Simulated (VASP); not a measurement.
Ta, 2 atoms in the cell. The structure is hexagonal, space group P6_3/mmc (No. 194). The conventional cell has a = 2.758 Å, b = 2.758 Å, c = 4.937 Å, α = 90.00°, β = 90.00°, γ = 120.00°. Ta (site symmetry -6m2) has 12 Ta at 2.76 to 2.94 Å within 3.6 Å.  This cell differs from its parent crystal: volume scaled by 0.92.

* Program: VASP 6.6.1
* Task: single point
* Functional: LDA
* Potentials or basis: VASP PAW LDA potentials, release 64 (Ta_pv)
* Cutoff: 520 eV
* k mesh: 14 × 14 × 7
* Occupations: fermi-dirac, width 0.1 eV
* Spin: no spin polarisation
* Dipole correction: no
* Further INCAR settings: ALGO = Normal; EDIFF = 1e-06; NBANDS = 18

Potentials or basis: VASP PAW LDA potentials, release 64 (Ta_pv).

The run is started by

```console
$ cat potpaw_LDA.64/Ta_pv/POTCAR > POTCAR
$ mpirun -np 1 vasp_std > vasp.out
```

Hardware: 1 thread of AMD EPYC 9R45 (Zen 5), with other jobs on the host.

Task: Estimate the wall time of this run.

Result: Run time: 28 s on 1 thread of AMD EPYC 9R45 (Zen 5) (shared host), peak memory 0.14 GiB. Counts: scf iterations 11, k points 96.
